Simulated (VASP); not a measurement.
# Zn3CdO (Cmmm) in VASP: relaxation of cell and atoms with PBE

Aim: the relaxation of cell and atoms of Zn3CdO with PBE.

Everything below comes from runs of VASP 6.6.1. Logs are shortened: lines on timing, memory, paths and dates and some standing lists are left out, and cuts for length are marked.

### Step 1. The cell of the first run

It takes space group Cmmm (No. 65, orthorhombic). The conventional cell has a = 4.964 Å, b = 10.070 Å, c = 3.743 Å, α = 90.00°, β = 90.00°, γ = 90.00°. Zn (site symmetry 2/m) has 4 Zn at 2.48 to 2.81 Å and 4 Cd at 3.37 Å and 4 O at 3.37 Å within 3.4 Å. Within 2.5 Å of Zn (site symmetry mmm) lie 2 O at 1.87 Å. Within 3.4 Å of Cd (site symmetry mmm) lie 2 O at 2.48 Å and 12 Zn at 3.11 to 3.37 Å. O (site symmetry mmm) has 2 Zn at 1.87 Å and 2 Cd at 2.48 Å within 2.5 Å.

The cell was generated, and may not be a known phase.

### Step 2. Relaxation of cell and atoms, PBE

INCAR reads:

```
SYSTEM = Zn3CdO
PREC = Accurate ; ENCUT = 600
EDIFF = 1E-7 ; ISMEAR = 0
SIGMA = 0.1 ; LREAL = .FALSE.
LASPH = .TRUE. ; NELM = 120
ALGO = Normal ; ISIF = 3
LWAVE = .FALSE. ; LCHARG = .FALSE.
GGA = PE ; IBRION = 2
NSW = 100 ; EDIFFG = -0.01
GGA_COMPAT = .FALSE. ; NELMIN = 4
```

KPOINTS reads:

```
Automatic mesh
0
G
  8 8 10
  0 0 0
```

POSCAR reads:

```
Zn3CdO
1.0
    2.4821257935     -5.0349431581      0.0000000000
    2.4821257935      5.0349431581      0.0000000000
    0.0000000000      0.0000000000      3.7432986680
Zn Cd O
3 1 1
Direct
    0.0000000000      0.5000000000      0.5000000000
    0.5000000000      0.0000000000      0.5000000000
    0.5000000000      0.5000000000      0.5000000000
    0.0000000000      0.0000000000      0.0000000000
    0.5000000000      0.5000000000      0.0000000000
```

Potentials or basis: VASP PAW PBE potentials, release 64 (Zn, Cd, O).

Run with:

```bash
$ cat potpaw_PBE.64/Zn/POTCAR potpaw_PBE.64/Cd/POTCAR potpaw_PBE.64/O/POTCAR > POTCAR
$ mpirun -np 1 vasp_std > vasp.out
```

OUTCAR:

```text
SYSTEM = Zn3CdO
   PREC = Accurate
   ENCUT = 600
   EDIFF = 1E-7
   ISMEAR = 0
   LREAL = .FALSE.
   LASPH = .TRUE.
   NELM = 120
   ISIF = 3
   GGA = PE
   IBRION = 2
   NSW = 100
   EDIFFG = -0.01
   NELMIN = 4

 ion  position               nearest neighbor table
   1  0.000  0.500  0.500-   2 2.48   2 2.48   3 2.81   3 2.81   4 3.37   4 3.37   4 3.37   4 3.37

   2  0.500  0.000  0.500-   1 2.48   1 2.48   3 2.81   3 2.81   4 3.37   4 3.37   4 3.37   4 3.37

   3  0.500  0.500  0.500-   5 1.87   5 1.87   1 2.81   2 2.81   2 2.81   1 2.81   4 3.11   4 3.11
                             4 3.11   4 3.11
   4  0.000  0.000  0.000-   5 2.48   5 2.48   3 3.11   3 3.11   3 3.11   3 3.11   1 3.37   1 3.37
                             1 3.37   2 3.37   2 3.37   2 3.37   1 3.37   2 3.37
   5  0.500  0.500  0.000-   3 1.87   3 1.87   4 2.48   4 2.48

  LATTYP: Found a base centered orthorhombic cell.
 ALAT       =     4.9642515870
 B/A-ratio  =     2.0284802532
 C/A-ratio  =     0.7540509586

  Lattice vectors:

 A1 = (   2.4821257935,  -5.0349431581,   0.0000000000)
 A2 = (   2.4821257935,   5.0349431581,   0.0000000000)
 A3 = (   0.0000000000,   0.0000000000,   3.7432986680)

Analysis of symmetry for initial positions (statically):
=====================================================================
 Subroutine PRICEL returns:
 Original cell was already a primitive cell.

 Routine SETGRP: Setting up the symmetry group for a
 base centered orthorhombic supercell.

 Subroutine GETGRP returns: Found  8 space group operations
 (whereof  8 operations were pure point group operations)
 out of a pool of  8 trial point group operations.

The static configuration has the point symmetry D_2h.

Analysis of symmetry for dynamics (positions and initial velocities):
=====================================================================
 Subroutine PRICEL returns:
 Original cell was already a primitive cell.

 Routine SETGRP: Setting up the symmetry group for a
 base centered orthorhombic supercell.

 Subroutine GETGRP returns: Found  8 space group operations
 (whereof  8 operations were pure point group operations)
 out of a pool of  8 trial point group operations.

The dynamic configuration has the point symmetry D_2h.

 Subroutine INISYM returns: Found  8 space group operations
 (whereof  8 operations are pure point group operations),
 and found     1 'primitive' translations

----------------------------------------------------------------------------------------

                                     Primitive cell

  volume of cell :      93.5627

  direct lattice vectors                    reciprocal lattice vectors
     2.482125793 -5.034943158  0.000000000     0.201440234 -0.099305987  0.000000000
     2.482125793  5.034943158  0.000000000     0.201440234  0.099305987  0.000000000
     0.000000000  0.000000000  3.743298668     0.000000000  0.000000000  0.267144059

  length of vectors
     5.613519490  5.613519490  3.743298668     0.224588172  0.224588172  0.267144059

  position of ions in fractional coordinates (direct lattice)
     0.000000000  0.500000000  0.500000000
     0.500000000  0.000000000  0.500000000
     0.500000000  0.500000000  0.500000000
     0.000000000  0.000000000  0.000000000
     0.500000000  0.500000000  0.000000000

  ion indices of the primitive-cell ions
   primitive index   ion index
                 1           1
                 2           2
                 3           3
                 4           4
                 5           5

----------------------------------------------------------------------------------------

 KPOINTS: Automatic mesh

Automatic generation of k-mesh.
 Grid dimensions read from file:
 generate k-points for:    8    8   10

 Generating k-lattice:

  Cartesian coordinates                     Fractional coordinates (reciprocal lattice)
     0.025180029 -0.012413248  0.000000000     0.125000000  0.000000000  0.000000000
     0.025180029  0.012413248  0.000000000     0.000000000  0.125000000  0.000000000
     0.000000000  0.000000000  0.026714406     0.000000000  0.000000000  0.100000000

  Length of vectors
     0.028073521  0.028073521  0.026714406

  Shift w.r.t. Gamma in fractional coordinates (k-lattice)
     0.000000000  0.000000000  0.000000000

 Subroutine IBZKPT returns following result:
 ===========================================

 Found    126 irreducible k-points:

 Following reciprocal coordinates:
            Coordinates               Weight
  0.000000  0.000000  0.000000      1.000000
  0.125000  0.000000  0.000000      4.000000
  0.250000  0.000000  0.000000      4.000000
  0.375000  0.000000  0.000000      4.000000
  0.500000  0.000000  0.000000      2.000000
  0.125000  0.125000  0.000000      2.000000
[... 16 lines left out ...]
  0.125000  0.000000  0.100000      8.000000
  0.250000  0.000000  0.100000      8.000000
 [... further k-points ...]
   k-points           NKPTS =    126   k-points in BZ     NKDIM =    126   number of bands    NBANDS=     32
   number of dos      NEDOS =    301   number of ions     NIONS =      5
   total plane-waves  NPLWV =  69120
   dimension x,y,z NGX =    48 NGY =   48 NGZ =   30
   dimension x,y,z NGXF=    96 NGYF=   96 NGZF=   60
   ions per type =               3   1   1
   NGX,Y,Z   is equivalent  to a cutoff of  14.22, 14.22, 13.32 a.u.
   NGXF,Y,Z  is equivalent  to a cutoff of  28.43, 28.43, 26.65 a.u.
 SYSTEM =  Zn3CdO
   PREC   = accura    normal or accurate (medium, high low for compatibility)
   ISTART =      0    job   : 0-new  1-cont  2-samecut
   ICHARG =      2    charge: 1-file 2-atom 10-const
   ISPIN  =      1    spin polarized calculation?
   LNONCOLLINEAR =      F non collinear calculations
   LSORBIT =      F    spin-orbit coupling
   LASPH  =      T    aspherical Exc in radial PAW
   ENCUT  =  600.0 eV  44.10 Ry    6.64 a.u.  11.21 11.21  7.48*2*pi/ulx,y,z
   NELM   =    120;   NELMIN=  4; NELMDL= -5     # of ELM steps
   EDIFF  = 0.1E-06   stopping-criterion for ELM
   LREAL  =      F    real-space projection
   EDIFFG = -.1E-01   stopping-criterion for IOM
   NSW    =    100    number of steps for IOM
   IBRION =      2    ionic relax: 0-MD 1-quasi-New 2-CG
   NFREE  =      1    steps in history (QN), initial steepest desc. (CG)
   ISIF   =      3    stress and relaxation
   ISYM   =      2    0-nonsym 1-usesym 2-fastsym
   POTIM  = 0.5000    time-step for ionic-motion
   TEBEG  =    0.0;   TEEND  =   0.0 temperature during run
   PSTRESS=    0.0 pullay stress
   NELECT =      54.0000    total number of electrons
   NUPDOWN=      -1.0000    fix difference up-down
   EMIN   =  10.00;   EMAX   =-10.00  energy-range for DOS
   EFERMI =   0.00;   METHOD = LEGACY
   ISMEAR =     0;   SIGMA  =   0.10  broadening in eV -4-tet -1-fermi 0-gaus
   EFERMI_NEDOS =   21; number of points for ismear=-14 and -15
   IALGO  =     38    algorithm
   IMIX   =      4    mixing-type and parameters
     AMIX     =   0.40;   BMIX     =  1.00
     AMIX_MAG =   1.60;   BMIX_MAG =  1.00
  volume/ion in A,a.u.               =      18.71       126.28
  Fermi-wavevector in a.u.,A,eV,Ry     =   1.363029  2.575752 25.277562  1.857848
  Thomas-Fermi vector in A             =   2.489468
   LORBIT       =      0    0 simple, 1 ext, 2 COOP (PROOUT), +10 PAW based schemes
   GGA     = PE    functional components
   LHFCALC =     F    Hartree Fock is set to
   AEXX    =    0.0000 exact exchange contribution
   IVDW    =     0    specifies the selected vdW correction
   LEPSILON=     F    determine dielectric tensor
   LRPA    =     F    only Hartree local field effects (RPA)
 conjugate gradient relaxation of ions
 non-spin polarized calculation
 Gauss-broadening in eV      SIGMA  =   0.10
  energy-cutoff  :      600.00
  volume of cell :       93.56
 maximum number of plane-waves:      3159
 NGX is ok and might be reduce to    48
   NGX = 23   NGY = 23   NGZ = 15

--------------------------------------- Ionic step        1  -------------------------------------------

 number of electron      54.0000022 magnetization

 Free energy of the ion-electron system (eV)
  ---------------------------------------------------
  ext. energy  EPLUGINS =         0.00000000
  ---------------------------------------------------
  free energy    TOTEN  =        -9.40378616 eV

  energy without entropy =       -9.39447284  energy(sigma->0) =       -9.39912950

------------------------ aborting loop because EDIFF is reached ----------------------------------------

  FORCE on cell =-STRESS in cart. coord.  units (eV):
  Direction    XX          YY          ZZ          XY          YZ          ZX
  --------------------------------------------------------------------------------------
  -------------------------------------------------------------------------------------
  Total        0.6140396     -0.4943969      0.7963884     -0.0000000      0.0000000      0.0000000
  in kB       10.5148757     -8.4661015     13.6374342     -0.0000000      0.0000000      0.0000000
  external PRESSURE =       5.2287361 kB  Pullay stress =       0.0000000 kB
[... 98 lines left out ...]
  FREE ENERGIE OF THE ION-ELECTRON SYSTEM (eV)
  ---------------------------------------------------
  free  energy   TOTEN  =        -9.4124861569 eV

  energy  without entropy=       -9.4030937331  energy(sigma->0) =       -9.40778995

[... ionic steps 4 to 9 ...]

--------------------------------------- Ionic step       10  -------------------------------------------

 number of electron      53.9999983 magnetization

------------------------ aborting loop because EDIFF is reached ----------------------------------------
[... 73 lines left out ...]
--------------------------------------- Ionic step       12  -------------------------------------------

 number of electron      53.9999982 magnetization

 Free energy of the ion-electron system (eV)
  ---------------------------------------------------
  ext. energy  EPLUGINS =         0.00000000
  ---------------------------------------------------
  free energy    TOTEN  =        -9.42244507 eV

  energy without entropy =       -9.41382697  energy(sigma->0) =       -9.41813602

 E-fermi :   1.7454     XC(G=0): -10.1756

 val. band max:        1.7428282891   @ k =   0.2500   0.1250   0.3000
 cond. band min:       1.7662326874   @ k =  -0.2500   0.1250   0.5000
 fundamental gap:      0.0234043983
 Fermi energy:         1.7453861325

 k-point     1 :       0.0000    0.0000    0.0000
  band No.  band energies     occupation
      1     -16.9788      2.00000
      2      -7.0274      2.00000
      3      -6.8707      2.00000
      4      -6.8669      2.00000
      5      -6.8567      2.00000
      6      -6.8390      2.00000
[... 829 lines left out ...]
     31       5.4589      0.00000
     32       6.8686      0.00000

 [... further k-points ...]

------------------------ aborting loop because EDIFF is reached ----------------------------------------

  FORCE on cell =-STRESS in cart. coord.  units (eV):
  Direction    XX          YY          ZZ          XY          YZ          ZX
  --------------------------------------------------------------------------------------
  -------------------------------------------------------------------------------------
  Total       -0.0186290     -0.0214797     -0.0363816      0.0000000      0.0000000      0.0000000
  in kB       -0.3231293     -0.3725759     -0.6310568      0.0000000      0.0000000      0.0000000
  external PRESSURE =      -0.4422540 kB  Pullay stress =       0.0000000 kB
[... 20 lines left out ...]
  FREE ENERGIE OF THE ION-ELECTRON SYSTEM (eV)
  ---------------------------------------------------
  free  energy   TOTEN  =        -9.4224450658 eV

  energy  without entropy=       -9.4138269693  energy(sigma->0) =       -9.41813602

 reached required accuracy - stopping structural energy minimisation
```

Run time: 1.9 h. Hardware: 1 thread of Oxide Virtual Turin-like, shared host; peak memory 0.56 GiB.

What came out:

| Property | Result |
| --- | --- |
| Free energy | -9.4224 eV |
| Relaxed volume | 18.47 Å³/atom |
| Relaxed cell | a = 5.457 Å, b = 5.457 Å, c = 3.820 Å, α = 90.00°, β = 90.00°, γ = 125.69° |
| Space group after relaxing (to 0.1 Å) | Cmmm (No. 65) |
| Energy gained by relaxing | 3.7 meV/atom |
| Ionic steps | 12 |
| Pressure after relaxing | 0.0 GPa |
| Band gap on the k mesh | zero (bands 27 and 28 overlap by 1.05 eV) |

The path:
```
step  energy change (eV)  largest force (eV/Å)  pressure (GPa)  volume (Å³)
   1              0.0000                0.0000            0.52        93.56
   2             -0.0078                0.0000           -0.26        94.39
   3             -0.0087                0.0000           -0.62        94.79
   4             -0.0134                0.0000           -0.48        94.07
   5             -0.0178                0.0000            0.09        91.90
   6             -0.0182                0.0000           -0.05        92.42
   7             -0.0182                0.0000           -0.04        92.38
   8             -0.0186                0.0000            0.03        92.25
   9             -0.0186                0.0000            0.07        92.21
  10             -0.0186                0.0000            0.11        92.13
  11             -0.0186                0.0000            0.08        92.19
  12             -0.0187                0.0000           -0.04        92.37
```

Final structure:
```yaml
crystal:
  lattice:
    - [2.49041, -4.85509, 0.00000]
    - [2.49041, 4.85509, 0.00000]
    - [0.00000, 0.00000, 3.81967]
  atoms:
    - { symbol: Zn, position: [0.00000, 0.50000, 0.50000] }
    - { symbol: Zn, position: [0.50000, 0.00000, 0.50000] }
    - { symbol: Zn, position: [0.50000, 0.50000, 0.50000] }
    - { symbol: Cd, position: [0.00000, 0.00000, 0.00000] }
    - { symbol: O, position: [0.50000, 0.50000, 0.00000] }
```

The gap in the log of VASP goes by the Fermi energy; the results here count the filled bands.